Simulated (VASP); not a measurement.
# AlNi in VASP: further runs

The runs below take AlNi through single point, relaxation of cell and atoms, with PBE.

Program: VASP 6.6.1. These are calculated values, not measurements. Logs are shortened: lines on timing, memory, paths and dates and some standing lists are left out, and cuts for length are marked.

## Step 1: The cell of the first run

The typed cell holds 2 atoms: a = 2.894 Å, b = 2.894 Å, c = 2.890 Å, α = 90.00°, β = 90.00°, γ = 90.00°.

## Step 2: Single point, PBE

INCAR reads:

```
ALGO     = Fast           # electronic algorithm
EDIFF    = 1E-6           # SCF threshold, eV
ENCUT    = 520            # plane-wave cutoff, eV
GGA      = PE             # functional
ISIF     = 2              # what is computed and relaxed
ISMEAR   = 0              # smearing method
LASPH    = True           # aspherical terms in the spheres
LCHARG   = False          # write CHGCAR
LREAL    = False          # projectors in reciprocal space
LWAVE    = False          # write WAVECAR
NBANDS   = 14             # bands
NELM     = 100            # most SCF steps
PREC     = Accurate       # precision mode
SIGMA    = 0.1            # smearing width, eV
```

KPOINTS reads:

```
k-points
0
Gamma
  20 20 18
```

POSCAR reads:

```
AlNi
1.0
    2.8943154933      0.0000000000      0.0000000000
    0.0000000000      2.8943154933      0.0000000000
    0.0000000000      0.0000000000      2.8900989020
Al Ni
1 1
Direct
    0.0000000000      0.0000000000      0.0000000000
    0.5000000000      0.5000000000      0.5000000000
```

Potentials or basis: VASP PAW PBE potentials, release 64 (Al, Ni).

Run with:

```
$ cat potpaw_PBE.64/Al/POTCAR potpaw_PBE.64/Ni/POTCAR > POTCAR
$ mpirun -np 1 vasp_std > vasp.out
```

OUTCAR:

```text
EDIFF = 1E-6
   ENCUT = 520
   GGA = PE
   ISIF = 2
   ISMEAR = 0
   LASPH = True
   LREAL = False
   NELM = 100
   PREC = Accurate

 ion  position               nearest neighbor table
   1  0.000  0.000  0.000-   2 2.51   2 2.51   2 2.51   2 2.51   2 2.51   2 2.51   2 2.51   2 2.51

   2  0.500  0.500  0.500-   1 2.51   1 2.51   1 2.51   1 2.51   1 2.51   1 2.51   1 2.51   1 2.51

  LATTYP: Found a simple tetragonal cell.
 ALAT       =     2.8943154933
 C/A-ratio  =     0.9985431473

  Lattice vectors:

 A1 = (   2.8943154933,   0.0000000000,   0.0000000000)
 A2 = (   0.0000000000,   2.8943154933,   0.0000000000)
 A3 = (   0.0000000000,   0.0000000000,   2.8900989020)

Analysis of symmetry for initial positions (statically):
=====================================================================
 Subroutine PRICEL returns:
 Original cell was already a primitive cell.

 Routine SETGRP: Setting up the symmetry group for a
 simple tetragonal supercell.

 Subroutine GETGRP returns: Found 16 space group operations
 (whereof 16 operations were pure point group operations)
 out of a pool of 16 trial point group operations.

The static configuration has the point symmetry D_4h.

Analysis of symmetry for dynamics (positions and initial velocities):
=====================================================================
 Subroutine PRICEL returns:
 Original cell was already a primitive cell.

 Routine SETGRP: Setting up the symmetry group for a
 simple tetragonal supercell.

 Subroutine GETGRP returns: Found 16 space group operations
 (whereof 16 operations were pure point group operations)
 out of a pool of 16 trial point group operations.

The dynamic configuration has the point symmetry D_4h.

 Subroutine INISYM returns: Found 16 space group operations
 (whereof 16 operations are pure point group operations),
 and found     1 'primitive' translations

----------------------------------------------------------------------------------------

                                     Primitive cell

  volume of cell :      24.2105

  direct lattice vectors                    reciprocal lattice vectors
     2.894315493  0.000000000  0.000000000     0.345504836  0.000000000  0.000000000
     0.000000000  2.894315493  0.000000000     0.000000000  0.345504836  0.000000000
     0.000000000  0.000000000  2.890098902     0.000000000  0.000000000  0.346008920

  length of vectors
[... 91 lines left out ...]
   TEBEG  =    0.0;   TEEND  =   0.0 temperature during run
   PSTRESS=    0.0 pullay stress
   NELECT =      13.0000    total number of electrons
   NUPDOWN=      -1.0000    fix difference up-down
   EMIN   =  10.00;   EMAX   =-10.00  energy-range for DOS
   EFERMI =   0.00;   METHOD = LEGACY
   ISMEAR =     0;   SIGMA  =   0.10  broadening in eV -4-tet -1-fermi 0-gaus
   EFERMI_NEDOS =   21; number of points for ismear=-14 and -15
   IALGO  =     68    algorithm
   IMIX   =      4    mixing-type and parameters
     AMIX     =   0.40;   BMIX     =  1.00
     AMIX_MAG =   1.60;   BMIX_MAG =  1.00
  volume/ion in A,a.u.               =      12.11        81.69
  Fermi-wavevector in a.u.,A,eV,Ry     =   1.330621  2.514510 24.089836  1.770553
  Thomas-Fermi vector in A             =   2.459694
   LORBIT       =      0    0 simple, 1 ext, 2 COOP (PROOUT), +10 PAW based schemes
   GGA     = PE    functional components
   LHFCALC =     F    Hartree Fock is set to
   AEXX    =    0.0000 exact exchange contribution
   IVDW    =     0    specifies the selected vdW correction
   LEPSILON=     F    determine dielectric tensor
   LRPA    =     F    only Hartree local field effects (RPA)
 non-spin polarized calculation
 RMM-DIIS sequential band-by-band and
 Gauss-broadening in eV      SIGMA  =   0.10
  energy-cutoff  :      520.00
  volume of cell :       24.21
 maximum number of plane-waves:       672
 NGX is ok and might be reduce to    24
   NGX = 11   NGY = 11   NGZ = 11

 number of electron      13.0000013 magnetization

 Free energy of the ion-electron system (eV)
  ---------------------------------------------------
  ext. energy  EPLUGINS =         0.00000000
  ---------------------------------------------------
  free energy    TOTEN  =       -10.54045308 eV

  energy without entropy =      -10.53602396  energy(sigma->0) =      -10.53823852

 E-fermi :   9.8588     XC(G=0): -11.9889

 val. band max:        9.8583084164   @ k =   0.3500   0.0500   0.2222
 cond. band min:       9.8724257276   @ k =   0.4500   0.3000   0.5000
 fundamental gap:      0.0141173112
 Fermi energy:         9.8588076111

 k-point     1 :       0.0000    0.0000    0.0000
  band No.  band energies     occupation
      1      -1.1844      2.00000
      2       6.6975      2.00000
      3       6.6977      2.00000
      4       8.3471      2.00000
      5       8.3501      2.00000
      6       8.3501      2.00000
      7      15.2934      0.00000
      8      15.2934      0.00000
      9      15.3451      0.00000
     10      17.9427      0.00000
     11      17.9538      0.00000
     12      23.3847      0.00000
     13      30.6346      0.00000
     14      30.6575      0.00000
[... 377 lines left out ...]
      1      -0.2825      2.00000
      2       6.5820      2.00000
      3       6.8490      2.00000
      4       7.9819      2.00000
      5       8.0954      2.00000
      6       8.3115      2.00000
      7      11.6923      0.00000
      8      14.5476      0.00000
      9      16.4895      0.00000
     10      18.9267      0.00000
     11      21.7933      0.00000
     12      24.6947      0.00000
     13      26.4093      0.00000
     14      26.5879      0.00000

 [... further k-points ...]

------------------------ aborting loop because EDIFF is reached ----------------------------------------

  FORCE on cell =-STRESS in cart. coord.  units (eV):
  Direction    XX          YY          ZZ          XY          YZ          ZX
  --------------------------------------------------------------------------------------
  -------------------------------------------------------------------------------------
  Total       -0.0295222     -0.0295222     -0.0321509      0.0000000      0.0000000      0.0000000
  in kB       -1.9536877     -1.9536877     -2.1276431      0.0000000      0.0000000      0.0000000
  external PRESSURE =      -2.0116728 kB  Pullay stress =       0.0000000 kB

 VOLUME and BASIS-vectors are now :
 -----------------------------------------------------------------------------
  energy-cutoff  :      520.00
  volume of cell :       24.21
      direct lattice vectors                 reciprocal lattice vectors
     2.894315493  0.000000000  0.000000000     0.345504836  0.000000000  0.000000000
     0.000000000  2.894315493  0.000000000     0.000000000  0.345504836  0.000000000
     0.000000000  0.000000000  2.890098902     0.000000000  0.000000000  0.346008920

 POSITION                                       TOTAL-FORCE (eV/Angst)
 -----------------------------------------------------------------------------------
      0.00000      0.00000      0.00000         0.000000      0.000000      0.000000
      1.44716      1.44716      1.44505         0.000000      0.000000      0.000000
 -----------------------------------------------------------------------------------
    total drift:                                0.000000      0.000000     -0.000000

  FREE ENERGIE OF THE ION-ELECTRON SYSTEM (eV)
  ---------------------------------------------------
  free  energy   TOTEN  =       -10.5404530831 eV

  energy  without entropy=      -10.5360239629  energy(sigma->0) =      -10.53823852
```

OSZICAR:

```text
N       E                     dE             d eps       ncg     rms          rms(c)
DAV:   1     0.404702346600E+02    0.40470E+02   -0.53798E+03 18736   0.965E+02
DAV:   2    -0.102087524471E+02   -0.50679E+02   -0.45756E+02 19884   0.179E+02
DAV:   3    -0.119351438869E+02   -0.17264E+01   -0.17086E+01 23562   0.366E+01
DAV:   4    -0.119581250030E+02   -0.22981E-01   -0.22974E-01 22218   0.383E+00
DAV:   5    -0.119588027718E+02   -0.67777E-03   -0.67775E-03 23774   0.720E-01    0.118E+01
RMM:   6    -0.138845398295E+02   -0.19257E+01   -0.14008E+01 22388   0.466E+01    0.167E+01
RMM:   7    -0.105544464897E+02    0.33301E+01   -0.39382E+00 20678   0.242E+01    0.111E+00
RMM:   8    -0.105494098837E+02    0.50366E-02   -0.80324E-02 19722   0.273E+00    0.659E-01
RMM:   9    -0.105438987828E+02    0.55111E-02   -0.24894E-02 20996   0.979E-01    0.520E-01
RMM:  10    -0.105404090140E+02    0.34898E-02   -0.65228E-03 22730   0.101E+00    0.110E-01
RMM:  11    -0.105406281932E+02   -0.21918E-03   -0.64843E-04 24920   0.296E-01    0.131E-01
RMM:  12    -0.105404417820E+02    0.18641E-03   -0.33805E-04 24485   0.203E-01    0.147E-02
RMM:  13    -0.105404509244E+02   -0.91424E-05   -0.85179E-05 25523   0.608E-02    0.114E-02
RMM:  14    -0.105404533915E+02   -0.24672E-05   -0.16393E-05 25230   0.273E-02    0.167E-02
RMM:  15    -0.105404530831E+02    0.30838E-06   -0.23455E-06 19579   0.168E-02
   1 F= -.10540453E+02 E0= -.10538239E+02  d E =-.442912E-02
```

stdout:

```text
POSCAR found type information on POSCAR AlNi
 POSCAR found :  2 types and       2 ions
 scaLAPACK will be used
 LDA part: xc-table for (Slater+PW92), standard interpolation
 POSCAR, INCAR and KPOINTS ok, starting setup
 FFT: planning ... GRIDC
 FFT: planning ... GRID_SOFT
 FFT: planning ... GRID
 WAVECAR not read
 entering main loop
WARNING in EDDRMM: call to ZHEGV failed, returncode =   8  4     14
WARNING in EDDRMM: call to ZHEGV failed, returncode =   8  4     14
```

It took 95 s on 1 thread of Intel Xeon Platinum 8488C (Sapphire Rapids), shared host; peak memory 0.33 GiB.

Results:

| Property | Result |
| --- | --- |
| Free energy | -10.5405 eV |
| Pressure | -0.2 GPa |
| Band gap on the k mesh | zero (an odd number of electrons rules out a gap without spin polarisation) |

Levels at points of the mesh, in eV from the Fermi level:
| k point | band 5 | band 6 | band 7 | band 8 | band 9 | band 10 |
| --- | --- | --- | --- | --- | --- | --- |
| (0.00, 0.00, 0.00) | -1.51 | -1.51 | 5.43 | 5.43 | 5.49 | 8.08 |
| (0.50, 0.00, 0.00) | -2.20 | -1.42 | -0.64 | 8.27 | 9.95 | 10.00 |
| (0.50, 0.50, 0.00) | -2.03 | -2.03 | -0.99 | 1.46 | 2.41 | 12.16 |
| (0.00, 0.00, 0.50) | -2.20 | -1.42 | -0.63 | 8.27 | 9.95 | 9.95 |
| (0.50, 0.00, 0.50) | -2.03 | -2.03 | -0.99 | 1.47 | 2.42 | 12.13 |
| (0.50, 0.50, 0.50) | -0.96 | 2.02 | 2.02 | 2.02 | 3.58 | 4.38 |

Spin polarisation is off, so any magnetic state and its effect on volume and gap are missing.

## Step 3: Relaxation of cell and atoms, PBE

INCAR reads:

```
PREC = Accurate
ENCUT = 600
EDIFF = 1E-7
ISMEAR = 0
SIGMA = 0.1
LREAL = F
LASPH = T
NELM = 60
ALGO = Normal
ISIF = 3
LWAVE = F
LCHARG = F
GGA = PE
IBRION = 2
NSW = 100
EDIFFG = -0.01
```

KPOINTS reads:

```
Automatic mesh
0
Gamma
  20 20 20
```

POSCAR reads:

```
AlNi
1.0
    2.8936602367      0.0000000000      0.0000000000
    0.0000000000      2.8936602367      0.0000000000
    0.0000000000      0.0000000000      2.8936602367
Al Ni
1 1
Direct
    0.5000000000      0.5000000000      0.5000000000
    0.0000000000      0.0000000000      0.0000000000
```

Potentials or basis: VASP PAW PBE potentials, release 64 (Al, Ni).

Run with:

```
$ cat potpaw_PBE.64/Al/POTCAR potpaw_PBE.64/Ni/POTCAR > POTCAR
$ mpirun -np 1 vasp_std > vasp.out
```

Wall time 26 s (1 thread of Intel Xeon Platinum 8488C (Sapphire Rapids), shared host); peak memory 0.22 GiB.

Results (log left out):

```
Free energy             : -10.5399 eV
Pressure after relaxing : -0.1 GPa
Band gap on the k mesh  : zero (an odd number of electrons rules out a gap without spin polarisation)
```

Final structure:
```xyz
2
Lattice="2.8937 0.0000 0.0000 0.0000 2.8937 0.0000 0.0000 0.0000 2.8937" Properties=species:S:1:pos:R:3 pbc="T T T"
Al    1.4468    1.4468    1.4468
Ni    0.0000    0.0000    0.0000
```

Levels at points of the mesh, in eV from the Fermi level:
| k point | band 5 | band 6 | band 7 | band 8 | band 9 | band 10 |
| --- | --- | --- | --- | --- | --- | --- |
| (0.00, 0.00, 0.00) | -1.51 | -1.51 | 5.45 | 5.45 | 5.45 | 8.09 |
| (0.50, 0.00, 0.00) | -2.20 | -1.42 | -0.63 | 8.27 | 9.96 | 9.96 |
| (0.50, 0.50, 0.00) | -2.03 | -2.03 | -0.99 | 1.47 | 2.41 | 12.13 |
| (0.50, 0.50, 0.50) | -0.96 | 2.02 | 2.02 | 2.02 | 3.58 | 4.39 |

Caveat: the relaxation stopped at its first step, so nothing moved. Spin polarisation is off, so any magnetic state and its effect on volume and gap are missing.

(Part 1 of 2 ends here.)
